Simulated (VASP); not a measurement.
Wanted: the native input for a VASP 6.6.1 run.

- Task: single point
- Functional: PBEsol
- Potentials or basis: VASP PAW PBE potentials, release 64 (Y_sv, N)
- Cutoff: 520 eV
- k mesh: 10 × 10 × 10
- Occupations: gaussian, width 0.05 eV
- Spin: no spin polarisation
- Dipole correction: no
- Further INCAR settings: ALGO = Normal; EDIFF = 1e-07; NBANDS = 18

The structure of YN2 lies in POSCAR:

```
YN2
1.0
    3.4036978776      0.0000000000      0.0000000000
   -1.7018489388      2.9476888288      0.0000000000
    0.0000000000      0.0000000000      3.1433245199
Y N
1 2
Direct
    0.0000000000      0.0000000000      0.0000000000
    0.3333333333      0.6666666667      0.5000000000
    0.6666666667      0.3333333333      0.5000000000
```

These files were run (other wordings do the same):

INCAR

```
SYSTEM = YN2
ALGO = Normal
EDIFF = 1E-7
ENCUT = 520
GGA = PS
ISIF = 2
ISMEAR = 0
LASPH = .TRUE.
LCHARG = .FALSE.
LREAL = .FALSE.
LWAVE = .FALSE.
NBANDS = 18
NELM = 80
PREC = Accurate
SIGMA = 0.05
```

KPOINTS

```
k-points
0
G
  10 10 10
  0 0 0
```

Potentials or basis: VASP PAW PBE potentials, release 64 (Y_sv, N).

Command:

```sh
$ cat potpaw_PBE.64/Y_sv/POTCAR potpaw_PBE.64/N/POTCAR > POTCAR
$ mpirun -np 1 vasp_std > vasp.out
```

Results of the run:

```yaml
Pressure: 8.0 GPa
Band_gap_on_the_k_mesh: zero (an odd number of electrons rules out a gap without spin polarisation)
```

Caveat: the cell stands under pressure; the PAW data sets were made with another functional, which shifts forces and pressure a little.

It took 93 s on 1 thread of Intel Xeon 8259CL, on a shared host, peak memory 0.2 GiB.
